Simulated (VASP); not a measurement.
Here is a VASP 6.6.1 calculation.

INCAR

```
PREC = Accurate
ENCUT = 820
EDIFF = 1E-6
ISMEAR = -1
SIGMA = 0.05
LREAL = F
LASPH = T
NELM = 120
ALGO = Normal
ISIF = 2
LWAVE = F
LCHARG = F
NBANDS = 33
GGA_COMPAT = F
```

The input KPOINTS:

```
Automatic mesh
0
Gamma
  10 10 5
```

POSCAR

```
CuO
1.0
    2.3129616560     -1.6902431073      0.0000000000
    2.3129616560      1.6902431073      0.0000000000
   -0.8489238166      0.0000000000      4.9910572484
Cu O
2 2
Direct
    0.4968000000      0.0032000000      0.5000000000
    0.0032000000      0.4968000000      0.0000000000
    0.4056000000      0.5714000000      0.7537000000
    0.5714000000      0.4056000000      0.2537000000
```

Potentials or basis: VASP PAW LDA potentials, release 64 (Cu_sv_GW, O).

Command:

```bash
$ cat potpaw_LDA.64/Cu_sv_GW/POTCAR potpaw_LDA.64/O/POTCAR > POTCAR
$ mpirun -np 1 vasp_std > vasp.out
```

(1) Predict the band gap on the k mesh.

(2) Predict the largest force.

(3) Predict the pressure.

Results:

(1) zero (bands 25 and 26 overlap by 0.60 eV).

(2) 0.817 eV/Å.

(3) -2.4 GPa.

Caveat: semilocal functionals often make such compounds metallic where correlation or magnetic order opens a gap, which also shifts bond lengths.
